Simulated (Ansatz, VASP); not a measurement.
# Two plane-wave programs on Li2O

The input INCAR:

```
PREC = Accurate
ENCUT = 750
EDIFF = 1E-6
ISMEAR = 0
SIGMA = 0.02
LREAL = False
LASPH = True
NELM = 120
ALGO = Normal
ISIF = 2
LWAVE = False
LCHARG = False
GGA = CA
NBANDS = 13
GGA_COMPAT = False
```

Contents of KPOINTS:

```
regular mesh
0
Gamma
  10 10 10
```

The input POSCAR:

```
Li2O
1.0
    0.0000000000      2.2459319603      2.2459319603
    2.2459319603      0.0000000000      2.2459319603
    2.2459319603      2.2459319603      0.0000000000
O Li
1 2
Direct
    0.0000000000      0.0000000000      0.0000000000
    0.2500000000      0.2500000000      0.2500000000
    0.7500000000      0.7500000000      0.7500000000
```

Input for Ansatz:

```yaml
crystal:
  lattice:
    - [0.0, 2.2459319603, 2.2459319603]
    - [2.2459319603, 0.0, 2.2459319603]
    - [2.2459319603, 2.2459319603, 0.0]
  atoms:
    - { symbol: O, position: [0.0, 0.0, 0.0] }
    - { symbol: Li, position: [0.25, 0.25, 0.25] }
    - { symbol: Li, position: [0.75, 0.75, 0.75] }
basis:
  ecutwfc: 420
kpoints:
  mp_grid: { grid: [10, 10, 10] }
  band_path:
    path:
      - [[0.0, 0.0, 0.0], [0.5, 0.0, 0.5], [0.625, 0.25, 0.625]]
      - [[0.375, 0.375, 0.75], [0.0, 0.0, 0.0], [0.5, 0.5, 0.5], [0.5, 0.25, 0.75], [0.5, 0.0, 0.5]]
    npoints: 10
hamiltonian:
  xc: lda
  pseudopotentials: { kind: paw, azcp: { folder: soft_1 } }
scf:
  occupations: { method: gaussian, width: 0.02 }
  n_extra_bands: 7
output:
  forces: true
  stress: true
  eigenvalues: true
```

Alike in both runs: task single point; functional LDA; k mesh 10 × 10 × 10; occupations gaussian, width 0.02 eV; no spin polarisation.

|  | VASP | Ansatz |
| --- | --- | --- |
| version | VASP 6.6.1 | Ansatz 0.2.0 |
| potentials or method | VASP PAW LDA potentials, release 64 (O, Li_sv), cutoff 750 eV | scalar-relativistic, plane waves, PAW |
| valence electrons in the cell | 12 | 12 |

Ansatz gave:

- gap on the k mesh at the Fermi level (eV): 4.96
- least direct gap on the mesh (eV): 5.89
- pressure (GPa): 0.0

Which values does VASP return?

gap on the k mesh at the Fermi level (eV): 4.95; least direct gap on the mesh (eV): 5.89; pressure (GPa): -0.2.

Ansatz warns that its potentials were made for another functional, while VASP's fit it. LDA's correlation is that of Perdew and Zunger in VASP and of Perdew and Wang (1992) in Ansatz.
